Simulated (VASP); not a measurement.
## TiO2: single point with LDA+U

The system is TiO2.

```xyz
9
Lattice="2.9683 0.0000 0.0000 0.0002 4.7076 0.0000 1.4836 0.2424 7.0835" Properties=species:S:1:pos:R:3 pbc="T T T"
Ti    0.0111    0.0020    0.0050
Ti    1.4933    2.3377    2.2452
Ti    2.9797    2.6161    4.8486
O     1.4969    0.9041    0.9105
O     2.9795    1.5111    3.2009
O     1.4967    1.6498    5.7110
O     2.9804    3.3042    1.3825
O     1.4963    3.4427    3.8925
O     2.9811    4.0496    6.1826
```

- Program: VASP 6.6.1
- Task: single point
- Functional: LDA
- Potentials or basis: VASP PAW LDA potentials, release 64 (Ti_sv, O)
- Cutoff: 600 eV
- k mesh: 9 × 6 × 4
- Occupations: fermi-dirac, width 0.05 eV
- Spin: no spin polarisation
- Hubbard terms: Ti d U = 3.0 eV
- Dipole correction: no
- Further INCAR settings: ALGO = Normal; EDIFF = 1e-06; NBANDS = 46

```
Pressure               : -2.4 GPa
Largest force          : 0.109 eV/Å
Band gap on the k mesh : 2.56 eV (least direct gap 2.61 eV)
```

Forces on the atoms (eV/Å):
```
Ti   0.010 -0.002  0.002
Ti   0.016  0.043 -0.014
Ti   0.005 -0.040  0.008
O   -0.006 -0.026 -0.045
O    0.002  0.107  0.001
O   -0.005  0.038 -0.017
O   -0.006 -0.040  0.017
O   -0.006 -0.108  0.001
O   -0.009  0.028  0.047
```

Stress tensor (GPa, compression positive):
```
-1.96 -0.02  0.01
-0.02 -2.64  0.02
 0.01  0.02 -2.50
```

Levels at points of the mesh, in eV from the valence-band top:
```csv
k point,band 34,band 35,band 36,band 37,band 38,band 39
"(0.00, 0.00, 0.00)",-0.41,-0.31,-0.05,2.56,2.98,3.04
"(0.00, 0.50, 0.00)",-0.96,-0.85,-0.82,2.58,2.93,3.06
"(0.00, 0.00, 0.50)",-0.84,-0.32,-0.14,2.65,2.92,3.10
"(0.00, 0.50, 0.50)",-0.79,-0.77,-0.30,2.60,2.82,2.99
```

Eigenvalues of the final occupation matrices:
```
    site  spin  trace               eigenvalues
site 1 d     1   0.83  0.09 0.11 0.11 0.26 0.27
site 1 d     2   0.83  0.09 0.11 0.11 0.26 0.27
site 2 d     1   0.85  0.10 0.10 0.11 0.26 0.27
site 2 d     2   0.85  0.10 0.10 0.11 0.26 0.27
site 3 d     1   0.85  0.10 0.10 0.11 0.26 0.27
site 3 d     2   0.85  0.10 0.10 0.11 0.26 0.27
```

Run time: 3.1 min on 4 MPI ranks on Intel(R) Xeon(R) Platinum 8259CL CPU @ 2.50GHz (Skylake/Cascade Lake), with other jobs on the host, peak memory 0.51 GiB a rank.

A k mesh can miss the band edges.
